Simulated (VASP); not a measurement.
A run of VASP 6.6.1:

File INCAR:

```
SYSTEM = CsBa3
PREC = Accurate ; ENCUT = 520
EDIFF = 1E-6 ; ISMEAR = -1
SIGMA = 0.05 ; LREAL = .FALSE.
LASPH = .TRUE. ; NELM = 80
ALGO = Fast ; ISIF = 2
LWAVE = .FALSE. ; LCHARG = .FALSE.
GGA = PE ; IBRION = 2
NSW = 60 ; EDIFFG = -0.01
```

The input KPOINTS:

```
regular mesh
0
G
  4 4 4
  0 0 0
```

POSCAR

```
CsBa3
1.0
    0.0000000000      5.1690711600      5.2212840000
    5.1690711600      0.0000000000      5.2212840000
    5.1690711600      5.1690711600      0.0000000000
Ba Cs
3 1
Direct
    0.5000000000      0.5000000000      0.5000000000
    0.7500000000      0.7500000000      0.7500000000
    0.2500000000      0.2500000000      0.2500000000
    0.0000000000      0.0000000000      0.0000000000
```

Potentials or basis: VASP PAW PBE potentials, release 64 (Ba_sv, Cs_sv).

Launch:

```sh
$ cat potpaw_PBE.64/Ba_sv/POTCAR potpaw_PBE.64/Cs_sv/POTCAR > POTCAR
$ mpirun -np 1 vasp_std > vasp.out
```

Hardware: 1 thread of Intel(R) Xeon(R) Platinum 8259CL CPU @ 2.50GHz (Skylake/Cascade Lake) (shared host).

Q: Estimate the wall time of this run.

A: It took 3.3 min on 1 thread of Intel(R) Xeon(R) Platinum 8259CL CPU @ 2.50GHz (Skylake/Cascade Lake), on a shared host, peak memory 0.46 GiB. Counts: scf iterations 35, k points 13, ion steps 1.
